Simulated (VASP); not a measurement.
# GaN in VASP: a series of runs, part 2 of 2

VASP 6.6.1. Earlier steps stand in the parts before.

## 4. Single point, LDA, non-collinear spin, zero start, spin-orbit coupling (equal xy, yz and zx engineering shears of +0.5 %)

File INCAR:

```
  PREC = Accurate
  ENCUT = 520
  EDIFF = 1E-6
  ISMEAR = 0
  SIGMA = 0.01
  LREAL = False
  LASPH = True
  NELM = 150
  ALGO = Normal
  ISIF = 2
  LWAVE = False
  LCHARG = True
  MAGMOM = 0 0 0 0 0 0
  LORBIT = 11
  LSORBIT = True
  GGA_COMPAT = False
  LORBMOM = True
  LVHAR = True
  NBANDS = 30
```

File KPOINTS:

```
Automatic mesh
0
Gamma
  10 10 10
```

File POSCAR:

```
GaN
1.0
    0.0111385227      2.2332737930      2.2332737930
    2.2332737930      0.0111385227      2.2332737930
    2.2332737930      2.2332737930      0.0111385227
Ga N
1 1
Direct
    0.0003868818      0.0003868818      0.0003868818
    0.2496131182      0.2496131182      0.2496131182
```

Potentials or basis: VASP PAW LDA potentials, release 64 (Ga_d, N).

Started as:

```bash
> cat potpaw_LDA.64/Ga_d/POTCAR potpaw_LDA.64/N/POTCAR > POTCAR
> mpirun -np 1 vasp_ncl > vasp.out
```

OUTCAR:

```text
PREC = Accurate
   ENCUT = 520
   EDIFF = 1E-6
   ISMEAR = 0
   LREAL = False
   LASPH = True
   NELM = 150
   ISIF = 2
   LORBIT = 11
   LSORBIT = True

 ion  position               nearest neighbor table
   1  0.000  0.000  0.000-   2 1.93   2 1.93   2 1.93   2 1.93
   2  0.250  0.250  0.250-   1 1.93   1 1.93   1 1.93   1 1.93

  LATTYP: Found a trigonal (rhomboedric) cell.
 ALAT       =     3.1583457277
 COS(alpha) =     0.5049812504

  Lattice vectors:

 A1 = (   0.0111385227,   2.2332737930,   2.2332737930)
 A2 = (   2.2332737930,   0.0111385227,   2.2332737930)
 A3 = (   2.2332737930,   2.2332737930,   0.0111385227)

Analysis of symmetry for initial positions (statically):
=====================================================================
 Subroutine PRICEL returns:
 Original cell was already a primitive cell.

 Routine SETGRP: Setting up the symmetry group for a
 trigonal (rhombohedral) supercell.

 Subroutine GETGRP returns: Found  6 space group operations
 (whereof  6 operations were pure point group operations)
 out of a pool of 12 trial point group operations.
[... 1055 lines left out ...]
     0.0000000     0.0000000     0.0000000     0.0000000     0.0000000     0.0000000     0.0000000
     0.0000000     0.0000000     0.0000000     0.0000000     0.0000000     0.0000000     0.0000000
     0.0000000     0.0000000     0.0000000     0.0000000     0.0000000     0.0000000     0.0000000
     0.0000000     0.0000000     0.0000000     0.0000000     0.0000000     0.0000000     0.0000000
     0.0000000     0.0000000     0.0000000     0.0000000     0.0000000     0.0000000     0.0000000
     0.0000000     0.0000000     0.0000000     0.0000000     0.0000000     0.0000000     0.0000000

 Ion:    2  E_soc:     -0.0000996
 l=   1
     0.0000000    -0.0000166    -0.0000166
    -0.0000166     0.0000000    -0.0000166
    -0.0000166    -0.0000166     0.0000000
 l=   2
     0.0000000     0.0000000     0.0000000     0.0000000     0.0000000
     0.0000000     0.0000000     0.0000000     0.0000000     0.0000000
     0.0000000     0.0000000     0.0000000     0.0000000     0.0000000
     0.0000000     0.0000000     0.0000000     0.0000000     0.0000000
     0.0000000     0.0000000     0.0000000     0.0000000     0.0000000
 l=   3
     0.0000000     0.0000000     0.0000000     0.0000000     0.0000000     0.0000000     0.0000000
     0.0000000     0.0000000     0.0000000     0.0000000     0.0000000     0.0000000     0.0000000
     0.0000000     0.0000000     0.0000000     0.0000000     0.0000000     0.0000000     0.0000000
     0.0000000     0.0000000     0.0000000     0.0000000     0.0000000     0.0000000     0.0000000
     0.0000000     0.0000000     0.0000000     0.0000000     0.0000000     0.0000000     0.0000000
     0.0000000     0.0000000     0.0000000     0.0000000     0.0000000     0.0000000     0.0000000
     0.0000000     0.0000000     0.0000000     0.0000000     0.0000000     0.0000000     0.0000000

 total charge

# of ion       s       p       d       tot
------------------------------------------
    1        0.805   0.952  10.198  11.955
    2        1.209   2.512   0.000   3.721
--------------------------------------------------
tot          2.014   3.464  10.198  15.676

 magnetization (x)

# of ion       s       p       d       tot
------------------------------------------
    1       -0.000  -0.000   0.000  -0.000
    2        0.000  -0.000   0.000  -0.000
--------------------------------------------------
tot         -0.000  -0.000   0.000  -0.000

 magnetization (y)

# of ion       s       p       d       tot
------------------------------------------
    1        0.000   0.000   0.000   0.000
    2        0.000   0.000   0.000   0.000
--------------------------------------------------
tot          0.000   0.000   0.000   0.000

 magnetization (z)

# of ion       s       p       d       tot
------------------------------------------
    1       -0.000  -0.000  -0.000  -0.000
    2        0.000   0.000   0.000   0.000
--------------------------------------------------
tot         -0.000  -0.000  -0.000  -0.000
```

stdout:

```text
POSCAR found type information on POSCAR GaN
 POSCAR found :  2 types and       2 ions
 scaLAPACK will be used
 LDA part: xc-table for (Slater(with rela. corr.)+CA(PZ))
 , standard interpolation
 POSCAR, INCAR and KPOINTS ok, starting setup
 FFT: planning ... GRIDC
 FFT: planning ... GRID_SOFT
 FFT: planning ... GRID
 WAVECAR not read
 entering main loop
```

Run time: 7.5 min. Hardware: 1 thread of Intel Xeon 8259CL, shared host; peak memory 0.33 GiB.

What came out:

```
Free energy                                           : -13.9487 eV
Pressure                                              : 1.1 GPa
Net moment                                            : 0.00 μB per cell
Valence electrons inside the program's atomic spheres : Ga 11.96; N 3.72
```

Moments on the atoms (μB; x, y, z):
```
Ga  0.00 0.00 0.00
N   0.00 0.00 0.00
```

Caveat: the cell differs from its parent crystal (equal xy, yz and zx engineering shears of +0.5 %).

## 5. Single point, LDA

This run uses another cell than the first one, of 11.06 Å³/atom.

File INCAR:

```
SYSTEM = GaN
PREC = Accurate
ENCUT = 1330
EDIFF = 1E-6
ISMEAR = 0
SIGMA = 0.01
LREAL = .False.
LASPH = .True.
NELM = 120
ALGO = Normal
ISIF = 2
LWAVE = .False.
LCHARG = .False.
GGA = CA
NBANDS = 16
GGA_COMPAT = .False.
```

File KPOINTS:

```
Automatic mesh
0
Gamma
  10 10 10
  0 0 0
```

File POSCAR:

```
GaN
1.0
    0.0000000000      2.2277045316      2.2277045316
    2.2277045316      0.0000000000      2.2277045316
    2.2277045316      2.2277045316      0.0000000000
Ga N
1 1
Direct
    0.0000000000      0.0000000000      0.0000000000
    0.2500000000      0.2500000000      0.2500000000
```

Potentials or basis: VASP PAW LDA potentials, release 64 (Ga_d, N_h).

Started as:

```bash
> cat potpaw_LDA.64/Ga_d/POTCAR potpaw_LDA.64/N_h/POTCAR > POTCAR
> mpirun -np 1 vasp_std > vasp.out
```

Run time: 40 s. Hardware: 1 thread of Intel Xeon 6975P-C (Granite Rapids), shared host; peak memory 0.24 GiB.

The run converged. Its results:

| Property | Result |
| --- | --- |
| Free energy | -13.9472 eV |
| Pressure | 1.0 GPa |
| Band gap on the k mesh | 1.97 eV |

Levels at points of the mesh, in eV from the valence-band top:
| k point | band 5 | band 6 | band 7 | band 8 | band 9 | band 10 | band 11 | band 12 | band 13 | band 14 |
| --- | --- | --- | --- | --- | --- | --- | --- | --- | --- | --- |
| (0.00, 0.00, 0.00) | -13.24 | -13.24 | 0.00 | 0.00 | 0.00 | 1.97 | 10.33 | 10.33 | 10.33 | 17.77 |
| (0.50, 0.00, 0.00) | -13.18 | -11.86 | -7.35 | -1.02 | -1.02 | 4.78 | 8.77 | 10.39 | 10.39 | 15.69 |
| (0.50, 0.50, 0.00) | -13.15 | -11.38 | -6.35 | -2.86 | -2.86 | 3.26 | 6.69 | 11.75 | 14.12 | 14.12 |

## 6. Summary

```tsv
potentials or basis	spin	cell	cutoff (eV)	pressure (GPa)	moment (μB)
VASP PAW LDA potentials, release 64 (Ga_d, N)	non-collinear, zero start, SOC	a = 3.158, b = 3.158, c = 3.150 Å, angles 60.1, 60.1, 59.8°, 2 atoms, atomic positions A	520	0.1	0.00
VASP PAW LDA potentials, release 64 (Ga_d, N)	non-collinear, zero start, SOC	a = 3.143 Å, angles 60.3°, 2 atoms, atomic positions B	520	1.1	0.00
VASP PAW LDA potentials, release 64 (Ga_d, N)	non-collinear, zero start, SOC	a = 3.158 Å, angles 59.7°, 2 atoms, atomic positions C	520	1.1	0.00
VASP PAW LDA potentials, release 64 (Ga_d, N_h)	off	a = 3.150 Å, angles 60.0°, 2 atoms, atomic positions A	1330	1.0	-
```

Alike in all rows: task single point; level LDA; k mesh 10 × 10 × 10; smearing gaussian 0.01 eV.

Absolute energies hang on the potentials; compare differences alone.
